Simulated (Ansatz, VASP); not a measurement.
## EuNi3 in VASP and in Ansatz

```
CELL_PARAMETERS angstrom
3.83538 0.00000 0.00000
0.00000 3.83538 0.00000
0.00000 0.00000 3.83538
ATOMIC_POSITIONS crystal
Eu 0.00000 0.00000 0.00000
Ni 0.50000 0.00000 0.50000
Ni 0.00000 0.50000 0.50000
Ni 0.50000 0.50000 0.00000
```

Alike in both runs: task single point; functional PBE; k mesh 7 × 7 × 7; occupations fermi-dirac, width 0.05 eV; collinear spin.

|  | VASP | Ansatz |
| --- | --- | --- |
| version | VASP 6.6.1 | Ansatz 0.2.0 |
| potentials or method | VASP PAW PBE potentials, release 64 (Eu, Ni) | Ansatz PAW |
| plane-wave cutoff (eV) | 520 | 420 |
| valence electrons in the cell | 47 | 71 |

VASP gave:

| Item | Value |
| --- | --- |
| gap on the k mesh at the Fermi level (eV) | none |
| pressure (GPa) | 6.4 |
| net moment per atom (μB) | 1.49 |
| size of the moment on the site where the two differ most (μB) | 6.28 |

Task: Which values does Ansatz return?

Result: gap on the k mesh at the Fermi level (eV): none; pressure (GPa): 6.1; net moment per atom (μB): 1.48; size of the moment on the site where the two differ most (μB): 6.31.

Site moments also hang on the region over which each program counts them. A gap of «none» marks a metal or a gap that the smearing closes. The functional is the same, so the differences come from potentials, cutoffs and numerics. VASP's potentials hold 47 valence electrons a cell and Ansatz's 71, so a difference there can come from the potentials and not from the codes.

Spin-orbit coupling is off throughout.
